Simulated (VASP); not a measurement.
# Fe (P6_3/mmc) in VASP: notebook, part 2 of 2

VASP 6.6.1.

### Step 4. Single point, PBEsol, collinear spin, ferromagnetic start (volume scaled by 0.8)

INCAR

```
PREC = Accurate
ENCUT = 600
EDIFF = 1E-6
ISMEAR = -1
SIGMA = 0.08
LREAL = F
LASPH = T
NELM = 200
ALGO = Normal
ISIF = 2
LWAVE = F
LCHARG = T
ISPIN = 2
MAGMOM = 2.5 2.5
LORBIT = 11
LMAXMIX = 4
GGA = PS
LELF = T
LVHAR = T
NBANDS = 19
GGA_COMPAT = F
```

KPOINTS

```
Automatic mesh
0
Gamma
  19 19 11
```

POSCAR

```
Fe
1.0
    2.2520258356      0.0000000000      0.0000000000
   -1.1260129178      1.9503115836      0.0000000000
    0.0000000000      0.0000000000      3.5772915620
Fe
2
Direct
    0.3333333333      0.6666666667      0.2500000000
    0.6666666667      0.3333333333      0.7500000000
```

Potentials or basis: VASP PAW PBE potentials, release 64 (Fe).

Started as:

```
> cat potpaw_PBE.64/Fe/POTCAR > POTCAR
> mpirun -np 1 vasp_std > vasp.out
```

OUTCAR:

```text
PREC = Accurate
   ENCUT = 600
   EDIFF = 1E-6
   ISMEAR = -1
   LREAL = F
   LASPH = T
   NELM = 200
   ISIF = 2
   ISPIN = 2
   LORBIT = 11
   GGA = PS

 ion  position               nearest neighbor table
   1  0.333  0.667  0.250-   2 2.21   2 2.21   2 2.21   2 2.21   2 2.21   2 2.21
   2  0.667  0.333  0.750-   1 2.21   1 2.21   1 2.21   1 2.21   1 2.21   1 2.21

  LATTYP: Found a hexagonal cell.
 ALAT       =     2.2520258356
 C/A-ratio  =     1.5884771415

  Lattice vectors:

 A1 = (   2.2520258356,   0.0000000000,   0.0000000000)
 A2 = (  -1.1260129178,   1.9503115836,   0.0000000000)
 A3 = (   0.0000000000,   0.0000000000,   3.5772915620)

Analysis of symmetry for initial positions (statically):
=====================================================================
 Subroutine PRICEL returns:
 Original cell was already a primitive cell.

 Routine SETGRP: Setting up the symmetry group for a
 hexagonal supercell.

 Subroutine GETGRP returns: Found 24 space group operations
 (whereof 12 operations were pure point group operations)
 out of a pool of 24 trial point group operations.

The static configuration has the point symmetry D_3d.
 The point group associated with its full space group is D_6h.

Analysis of symmetry for dynamics (positions and initial velocities):
=====================================================================
 Subroutine PRICEL returns:
 Original cell was already a primitive cell.

 Routine SETGRP: Setting up the symmetry group for a
 hexagonal supercell.

 Subroutine GETGRP returns: Found 24 space group operations
 (whereof 12 operations were pure point group operations)
 out of a pool of 24 trial point group operations.

The dynamic configuration has the point symmetry D_3d.
 The point group associated with its full space group is D_6h.

Analysis of structural, dynamic, and magnetic symmetry:
[... 155 lines left out ...]
  ---------------------------------------------------
  ext. energy  EPLUGINS =         0.00000000
  ---------------------------------------------------
  free energy    TOTEN  =       -16.71997057 eV

  energy without entropy =      -16.68541258  energy(sigma->0) =      -16.70269158

 E-fermi :  10.1286     XC(G=0): -15.5394

 val. band max:       10.1215886983   @ k =   0.2632   0.2632   0.2727
 cond. band min:      10.1353561028   @ k =   0.2632   0.2105   0.1818
 fundamental gap:      0.0137674044
 Fermi energy:        10.1285782927

 spin component 1

 k-point     1 :       0.0000    0.0000    0.0000
  band No.  band energies     occupation
      1      -0.3505      1.00000
      2       3.3414      1.00000
      3       7.6761      1.00000
      4       7.6761      1.00000
      5       7.8355      1.00000
      6       8.3723      1.00000
[... 517 lines left out ...]
     18      35.6041      0.00000
     19      40.2802      0.00000

 [... further k-points ...]

 spin component 2

 k-point     1 :       0.0000    0.0000    0.0000
  band No.  band energies     occupation
      1      -0.3505      1.00000
      2       3.3414      1.00000
      3       7.6762      1.00000
      4       7.6762      1.00000
      5       7.8356      1.00000
      6       8.3723      1.00000
[... 517 lines left out ...]
     18      35.6041      0.00000
     19      40.2802      0.00000

 [... further k-points ...]

------------------------ aborting loop because EDIFF is reached ----------------------------------------

  FORCE on cell =-STRESS in cart. coord.  units (eV):
  Direction    XX          YY          ZZ          XY          YZ          ZX
  --------------------------------------------------------------------------------------
  -------------------------------------------------------------------------------------
  Total       11.6557516     11.6557516     11.6213648     -0.0000000      0.0000000      0.0000000
  in kB     1188.5546572   1188.5546572   1185.0481879     -0.0000000      0.0000000      0.0000000
  external PRESSURE =    1187.3858341 kB  Pullay stress =       0.0000000 kB

 VOLUME and BASIS-vectors are now :
 -----------------------------------------------------------------------------
  energy-cutoff  :      600.00
  volume of cell :       15.71
      direct lattice vectors                 reciprocal lattice vectors
     2.252025836  0.000000000  0.000000000     0.444044639  0.256369292  0.000000000
    -1.126012918  1.950311584  0.000000000     0.000000000  0.512738584  0.000000000
     0.000000000  0.000000000  3.577291562     0.000000000  0.000000000  0.279541095

 POSITION                                       TOTAL-FORCE (eV/Angst)
 -----------------------------------------------------------------------------------
     -0.00000      1.30021      0.89432         0.000000      0.000000      0.000000
      1.12601      0.65010      2.68297        -0.000000      0.000000      0.000000
 -----------------------------------------------------------------------------------
    total drift:                                0.000000     -0.000000     -0.000000

  FREE ENERGIE OF THE ION-ELECTRON SYSTEM (eV)
  ---------------------------------------------------
  free  energy   TOTEN  =       -16.7199705745 eV

  energy  without entropy=      -16.6854125814  energy(sigma->0) =      -16.70269158

 total charge

# of ion       s       p       d       tot
------------------------------------------
    1        0.693   0.959   6.710   8.362
    2        0.693   0.959   6.710   8.362
--------------------------------------------------
tot          1.386   1.917  13.420  16.723

 magnetization (x)

# of ion       s       p       d       tot
------------------------------------------
    1       -0.000  -0.000   0.000   0.000
    2       -0.000  -0.000   0.000   0.000
--------------------------------------------------
tot         -0.000  -0.000   0.000   0.000
```

OSZICAR:

```text
N       E                     dE             d eps       ncg     rms          rms(c)
DAV:   1     0.825231757675E+02    0.82523E+02   -0.77539E+03 19960   0.132E+03
DAV:   2    -0.134545258521E+02   -0.95978E+02   -0.84471E+02 18420   0.227E+02
DAV:   3    -0.176442420805E+02   -0.41897E+01   -0.39876E+01 20003   0.579E+01
DAV:   4    -0.176739044361E+02   -0.29662E-01   -0.29642E-01 20067   0.462E+00
DAV:   5    -0.176741487918E+02   -0.24436E-03   -0.24435E-03 20391   0.394E-01    0.290E+01
DAV:   6    -0.168291027950E+02    0.84505E+00   -0.32556E+00 19807   0.444E+01    0.340E+00
DAV:   7    -0.167749921934E+02    0.54111E-01   -0.14530E-01 19433   0.373E+00    0.216E+00
DAV:   8    -0.167390893605E+02    0.35903E-01   -0.39051E-03 22345   0.698E-01    0.113E+00
DAV:   9    -0.167261540674E+02    0.12935E-01   -0.98149E-04 21992   0.322E-01    0.690E-01
DAV:  10    -0.167201187892E+02    0.60353E-02   -0.17281E-03 22749   0.420E-01    0.207E-01
DAV:  11    -0.167199991996E+02    0.11959E-03   -0.52977E-05 23545   0.844E-02    0.293E-02
DAV:  12    -0.167199803894E+02    0.18810E-04   -0.22730E-06 19575   0.154E-02    0.162E-02
DAV:  13    -0.167199704594E+02    0.99299E-05   -0.12610E-06 16924   0.123E-02    0.296E-03
DAV:  14    -0.167199705745E+02   -0.11505E-06   -0.22095E-07 10359   0.548E-03
   1 F= -.16719971E+02 E0= -.16702692E+02  d E =-.345580E-01  mag=    -0.0000
```

Wall time 62 s (1 thread of Intel Xeon 6975P-C (Granite Rapids), shared host); peak memory 0.23 GiB.

What came out:

- Free energy: -16.7200 eV
- Pressure: 118.7 GPa
- Band gap on the k mesh: zero (filled and empty bands overlap)
- Net moment: 0.00 μB per cell

Stress tensor (GPa, compression positive):
```
118.86   0.00   0.00
  0.00 118.86   0.00
  0.00   0.00 118.50
```

Levels at points of the mesh, in eV from the Fermi level:
Spin up:
| k point | band 6 | band 7 | band 8 | band 9 | band 10 | band 11 |
| --- | --- | --- | --- | --- | --- | --- |
| (0.00, 0.00, 0.00) | -1.76 | -1.76 | -1.21 | -1.21 | 0.69 | 1.04 |
Spin down:
```
           k point  band 6  band 7  band 8  band 9  band 10  band 11
(0.00, 0.00, 0.00)   -1.76   -1.76   -1.21   -1.21     0.69     1.04
```

Caveat: the starting moments collapsed, and a magnetic state may lie lower; the PAW data sets were made with another functional, which shifts forces and pressure a little.
